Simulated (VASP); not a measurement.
# TaN: single point with PBE

Crystal: TaN.

```
CELL_PARAMETERS angstrom
0.00000 2.17900 2.17900
2.17900 0.00000 2.17900
2.17900 2.17900 0.00000
ATOMIC_POSITIONS crystal
Ta 0.50000 0.50000 0.50000
N 0.00000 0.00000 0.00000
```

```json
{
 "Program": "VASP 6.6.1",
 "Task": "single point",
 "Functional": "PBE",
 "Potentials or basis": "VASP PAW PBE potentials, release 64 (Ta_sv_GW, N)",
 "Cutoff": "600 eV",
 "k mesh": "9 × 9 × 9",
 "Occupations": "methfessel-paxton, width 0.1 eV",
 "Spin": "no spin polarisation",
 "Dipole correction": "no",
 "Second run": "valence_matched",
 "Further INCAR settings": "ALGO = Normal; EDIFF = 1e-06; NBANDS = 16"
}
```

| Item | Value |
| --- | --- |
| Pressure | 14.5 GPa |
| Band gap on the k mesh | zero (band 9 reaches 15.85 eV, above the bottom of band 10 at 12.06 eV) |

Levels at points of the mesh, in eV from the Fermi level:
```csv
k point,band 6,band 7,band 8,band 9,band 10,band 11,band 12,band 13
"(0.00, 0.00, 0.00)",-3.80,-3.80,-3.80,-2.07,-2.07,-2.07,0.19,0.19
```

It took 23 s on 1 thread of Intel(R) Xeon(R) Platinum 8375C CPU @ 2.90GHz (Ice Lake) (shared host), peak memory 0.17 GiB.

Caveat: spin-orbit coupling is left out, which moves the levels of the heavy elements.
